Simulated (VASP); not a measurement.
# GaN (F-43m) in VASP: further runs

The runs below take GaN through single point, with PBE.

Everything below comes from runs of VASP 6.6.1. Logs are shortened: lines on timing, memory, paths and dates and some standing lists are left out, and cuts for length are marked.

## 1. The cell of the first run

It takes space group F-43m (No. 216, cubic). Conventional cell: a = 4.548 Å, b = 4.548 Å, c = 4.548 Å, α = 90.00°, β = 90.00°, γ = 90.00°. Ga (site symmetry -43m) has 4 N at 1.97 Å within 2.6 Å. Within 2.6 Å of N (site symmetry -43m) lie 4 Ga at 1.97 Å.

## 2. Single point, PBE

INCAR

```
PREC = Accurate
ENCUT = 520
EDIFF = 1E-6
ISMEAR = 0
SIGMA = 0.01
LREAL = Auto
LASPH = True
NELM = 80
ALGO = Normal
ISIF = 2
LWAVE = False
LCHARG = False
GGA = PE
NBANDS = 86
```

KPOINTS

```
regular mesh
0
Gamma
  3 3 3
```

POSCAR

```
GaN
1.0
    0.0000000000      4.5484769843     -4.5484769843
    4.5484769843      4.5484769843      0.0000000000
    4.5484769843      0.0000000000     -4.5484769843
Ga N
8 8
Direct
    0.0000000000      0.0000000000      0.5000000000
    0.0000000000      0.5000000000      0.5000000000
    0.5000000000      0.0000000000      0.5000000000
    0.5000000000      0.5000000000      0.5000000000
    0.0000000000      0.0000000000      1.0000000000
    0.0000000000      0.5000000000      1.0000000000
    0.5000000000      0.0000000000      1.0000000000
    0.5000000000      0.5000000000      1.0000000000
    0.1250000000      0.1250000000      0.1250000000
    0.1250000000      0.6250000000      0.1250000000
    0.6250000000      0.1250000000      0.1250000000
    0.6250000000      0.6250000000      0.1250000000
    0.1250000000      0.1250000000      0.6250000000
    0.1250000000      0.6250000000      0.6250000000
    0.6250000000      0.1250000000      0.6250000000
    0.6250000000      0.6250000000      0.6250000000
```

Potentials or basis: VASP PAW PBE potentials, release 64 (Ga_d, N).

Started as:

```sh
cat potpaw_PBE.64/Ga_d/POTCAR potpaw_PBE.64/N/POTCAR > POTCAR
mpirun -np 1 vasp_std > vasp.out
```

OUTCAR:

```text
PREC = Accurate
   ENCUT = 520
   EDIFF = 1E-6
   ISMEAR = 0
   LREAL = Auto
   LASPH = True
   NELM = 80
   ISIF = 2
   GGA = PE

 ion  position               nearest neighbor table
   1  0.000  0.000  0.500-  13 1.97   9 1.97  14 1.97  15 1.97
   2  0.000  0.500  0.500-  14 1.97  13 1.97  10 1.97  16 1.97
   3  0.500  0.000  0.500-  15 1.97  13 1.97  11 1.97  16 1.97
   4  0.500  0.500  0.500-  16 1.97  14 1.97  15 1.97  12 1.97
   5  0.000  0.000  0.000-   9 1.97  10 1.97  11 1.97  13 1.97
   6  0.000  0.500  0.000-  10 1.97   9 1.97  12 1.97  14 1.97
[... 8 lines left out ...]
  15  0.625  0.125  0.625-   3 1.97   1 1.97   4 1.97   7 1.97
  16  0.625  0.625  0.625-   4 1.97   3 1.97   2 1.97   8 1.97
[... 6 lines left out ...]
 A1 = (   0.0000000000,   4.5484769843,  -4.5484769843)
 A2 = (   4.5484769843,   4.5484769843,   0.0000000000)
 A3 = (   4.5484769843,   0.0000000000,  -4.5484769843)

Analysis of symmetry for initial positions (statically):
=====================================================================
 Subroutine PRICEL returns following result:

  LATTYP: Found a face centered cubic cell.
 ALAT       =     4.5484769843

  Lattice vectors:

 A1 = (   0.0000000000,   2.2742384921,  -2.2742384921)
 A2 = (   2.2742384921,   2.2742384921,   0.0000000000)
 A3 = (   2.2742384921,   0.0000000000,  -2.2742384921)

   8 primitive cells build up your supercell.

 Routine SETGRP: Setting up the symmetry group for a
 face centered cubic supercell.

 Subroutine GETGRP returns: Found 24 space group operations
 (whereof 24 operations were pure point group operations)
 out of a pool of 48 trial point group operations.

The static configuration has the point symmetry T_d .

Analysis of symmetry for dynamics (positions and initial velocities):
=====================================================================
 Subroutine PRICEL returns following result:

  LATTYP: Found a face centered cubic cell.
 ALAT       =     4.5484769843

  Lattice vectors:

 A1 = (   0.0000000000,   2.2742384921,  -2.2742384921)
 A2 = (   2.2742384921,   2.2742384921,   0.0000000000)
 A3 = (   2.2742384921,   0.0000000000,  -2.2742384921)

   8 primitive cells build up your supercell.

 Routine SETGRP: Setting up the symmetry group for a
 face centered cubic supercell.

[... 83 lines left out ...]
   EDIFF  = 0.1E-05   stopping-criterion for ELM
   LREAL  =      T    real-space projection
   EDIFFG = 0.1E-04   stopping-criterion for IOM
   NSW    =      0    number of steps for IOM
   IBRION =     -1    ionic relax: 0-MD 1-quasi-New 2-CG
   NFREE  =      0    steps in history (QN), initial steepest desc. (CG)
   ISIF   =      2    stress and relaxation
   ISYM   =      2    0-nonsym 1-usesym 2-fastsym
   POTIM  = 0.5000    time-step for ionic-motion
   TEBEG  =    0.0;   TEEND  =   0.0 temperature during run
   PSTRESS=    0.0 pullay stress
   NELECT =     144.0000    total number of electrons
   NUPDOWN=      -1.0000    fix difference up-down
   EMIN   =  10.00;   EMAX   =-10.00  energy-range for DOS
   EFERMI =   0.00;   METHOD = LEGACY
   ISMEAR =     0;   SIGMA  =   0.01  broadening in eV -4-tet -1-fermi 0-gaus
   EFERMI_NEDOS =   21; number of points for ismear=-14 and -15
   IALGO  =     38    algorithm
   IMIX   =      4    mixing-type and parameters
     AMIX     =   0.40;   BMIX     =  1.00
     AMIX_MAG =   1.60;   BMIX_MAG =  1.00
  volume/ion in A,a.u.               =      11.76        79.38
  Fermi-wavevector in a.u.,A,eV,Ry     =   1.497337  2.829557 30.504523  2.242019
  Thomas-Fermi vector in A             =   2.609238
   LORBIT       =      0    0 simple, 1 ext, 2 COOP (PROOUT), +10 PAW based schemes
   GGA     = PE    functional components
   LHFCALC =     F    Hartree Fock is set to
   AEXX    =    0.0000 exact exchange contribution
   IVDW    =     0    specifies the selected vdW correction
   LEPSILON=     F    determine dielectric tensor
   LRPA    =     F    only Hartree local field effects (RPA)
 non-spin polarized calculation
 Gauss-broadening in eV      SIGMA  =   0.01
  energy-cutoff  :      520.00
  volume of cell :      188.20
 maximum number of plane-waves:      5066
   NGX = 23   NGY = 23   NGZ = 23

 number of electron     143.9999885 magnetization

 Free energy of the ion-electron system (eV)
  ---------------------------------------------------
  ext. energy  EPLUGINS =         0.00000000
  ---------------------------------------------------
  free energy    TOTEN  =       -97.19611854 eV

  energy without entropy =      -97.19611854  energy(sigma->0) =      -97.19611854

 E-fermi :   5.0404     XC(G=0): -11.5194

 val. band max:        4.9920878635   @ k =   0.0000   0.0000   0.0000
 cond. band min:       6.5370366514   @ k =   0.0000   0.0000   0.0000
 fundamental gap:      1.5449487879
 Fermi energy:         5.0403620016

 k-point     1 :       0.0000    0.0000    0.0000
  band No.  band energies     occupation
      1     -10.7121      2.00000
      2      -9.8961      2.00000
      3      -9.8961      2.00000
      4      -9.8961      2.00000
      5      -9.8961      2.00000
      6      -9.7489      2.00000
[... 337 lines left out ...]
     83      12.3931      0.00000
     84      12.4053      0.00000
 [bands above 84 left out]

------------------------ aborting loop because EDIFF is reached ----------------------------------------

  FORCE on cell =-STRESS in cart. coord.  units (eV):
  Direction    XX          YY          ZZ          XY          YZ          ZX
  --------------------------------------------------------------------------------------
  -------------------------------------------------------------------------------------
  Total       -0.0235127     -0.0235127     -0.0235127     -0.0000000      0.0000000     -0.0000000
  in kB       -0.2001637     -0.2001637     -0.2001637     -0.0000000      0.0000000     -0.0000000
  external PRESSURE =      -0.2001637 kB  Pullay stress =       0.0000000 kB

 VOLUME and BASIS-vectors are now :
 -----------------------------------------------------------------------------
  energy-cutoff  :      520.00
  volume of cell :      188.20
      direct lattice vectors                 reciprocal lattice vectors
     0.000000000  4.548476984 -4.548476984    -0.109926906  0.109926906 -0.109926906
     4.548476984  4.548476984  0.000000000     0.109926906  0.109926906  0.109926906
     4.548476984  0.000000000 -4.548476984     0.109926906 -0.109926906 -0.109926906

 POSITION                                       TOTAL-FORCE (eV/Angst)
 -----------------------------------------------------------------------------------
      2.27424      0.00000     -2.27424        -0.000000      0.000000     -0.000000
      4.54848      2.27424     -2.27424        -0.000000      0.000000     -0.000000
      2.27424      2.27424     -4.54848        -0.000000      0.000000     -0.000000
      4.54848      4.54848     -4.54848        -0.000000      0.000000     -0.000000
      0.00000      0.00000      0.00000        -0.000000      0.000000     -0.000000
      2.27424      2.27424      0.00000        -0.000000      0.000000     -0.000000
[... 8 lines left out ...]
      3.41136      3.41136     -5.68560         0.000000      0.000000      0.000000
      5.68560      5.68560     -5.68560        -0.000000     -0.000000     -0.000000
 -----------------------------------------------------------------------------------
    total drift:                                0.000013      0.000010     -0.000013

  FREE ENERGIE OF THE ION-ELECTRON SYSTEM (eV)
  ---------------------------------------------------
  free  energy   TOTEN  =       -97.1961185372 eV

  energy  without entropy=      -97.1961185372  energy(sigma->0) =      -97.19611854
```

stdout:

```text
POSCAR found type information on POSCAR GaN
 POSCAR found :  2 types and      16 ions
 scaLAPACK will be used
 LDA part: xc-table for (Slater+PW92), standard interpolation
 POSCAR, INCAR and KPOINTS ok, starting setup
 FFT: planning ... GRIDC
 FFT: planning ... GRID_SOFT
 FFT: planning ... GRID
 WAVECAR not read
 entering main loop
```

It took 2.3 min on 1 thread of Intel Xeon Platinum 8259CL at 2.50GHz (Skylake/Cascade Lake), shared host; peak memory 0.35 GiB.

What came out:

```yaml
Free_energy: -97.1961 eV
Pressure: 0.0 GPa
Band_gap_on_the_k_mesh: 1.54 eV
```

Levels at points of the mesh, in eV from the valence-band top:
| k point | band 70 | band 71 | band 72 | band 73 | band 74 | band 75 |
| --- | --- | --- | --- | --- | --- | --- |
| (0.00, 0.00, 0.00) | 0.00 | 0.00 | 0.00 | 1.54 | 3.34 | 3.34 |

As with any semilocal functional, this PBE gap is likely too small.

(Part 1 of 2 ends here.)
